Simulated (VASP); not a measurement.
Input of a VASP 6.6.1 run:

The input INCAR:

```
PREC = Accurate
ENCUT = 520
EDIFF = 1E-7
ISMEAR = 0
SIGMA = 0.05
LREAL = F
LASPH = T
NELM = 80
ALGO = Normal
ISIF = 2
LWAVE = F
LCHARG = F
GGA = PS
NBANDS = 22
```

The input KPOINTS:

```
regular mesh
0
Gamma
  4 4 2
```

File POSCAR:

```
F
1.0
    3.2389009936     -1.8615074069     -0.2498119861
    3.2389009936      1.8615074069     -0.2498119861
   -2.4354061261      0.0000000000      7.4548272690
F
4
Direct
    0.0848459664      0.0848459664      0.0900077731
    0.9151540336      0.9151540336      0.9099922269
    0.5015719855      0.5015719855      0.5937195244
    0.4984280145      0.4984280145      0.4062804756
```

Potentials or basis: VASP PAW PBE potentials, release 64 (F).

Launch:

```bash
$ cat potpaw_PBE.64/F/POTCAR > POTCAR
$ mpirun -np 1 vasp_std > vasp.out
```

Task: Estimate the band gap on the k mesh.

Result: 2.48 eV, indirect (least direct gap 2.51 eV).

Task: Predict the pressure.

Result: -2.2 GPa.

Task: Predict the largest force.

Result: 1.619 eV/Å.

Stress tensor (GPa, compression positive):
```
-1.08  0.00  0.88
 0.00 -0.52  0.00
 0.88  0.00 -5.14
```

Caveat: the k points lie up to 0.50 Å⁻¹ apart; the PAW data sets were made with another functional, which shifts forces and pressure a little. As with any semilocal functional, this PBEsol gap is likely too small.
